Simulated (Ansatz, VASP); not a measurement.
Two plane-wave programs on Al3Cu

```
Al Cu
1.0
     2.77008    0.00000    0.00000
     0.00000    2.77008    0.00000
     0.00000    0.00000    7.61231
Al Cu
3 1
Cartesian
  0.0000 0.0000 3.8062
  1.3850 1.3850 1.6942
  1.3850 1.3850 5.9181
  0.0000 0.0000 0.0000
```

Alike in both runs: functional r2SCAN; k mesh 8 × 8 × 4; occupations gaussian, width 0.1 eV; no spin polarisation.

Ansatz relaxed the structure, and its values are those at the end. VASP's run is a single point on that final structure, the one shown.

|  | VASP | Ansatz |
| --- | --- | --- |
| version | VASP 6.6.1 | Ansatz 0.2.0 |
| potentials or method | VASP PAW PBE potentials, release 64 (Al, Cu), cutoff 520 eV | scalar-relativistic, plane waves, PAW |
| valence electrons in the cell | 20 | 28 |

Ansatz gave:

- gap on the k mesh at the Fermi level (eV): none
- pressure (GPa): 0.0
- rms of the force components (eV/Å): 0.001

**Question.** What did VASP give for the same quantities?

**Answer.** gap on the k mesh at the Fermi level (eV): none; pressure (GPa): -0.2; rms of the force components (eV/Å): 0.008.

VASP's potentials were made for PBE, not for r2SCAN. A gap of «none» marks a metal or a gap that the smearing closes. The functional is the same, so the differences come from potentials, cutoffs and numerics. VASP's potentials hold 20 valence electrons a cell and Ansatz's 28, so a difference there can come from the potentials and not from the codes.
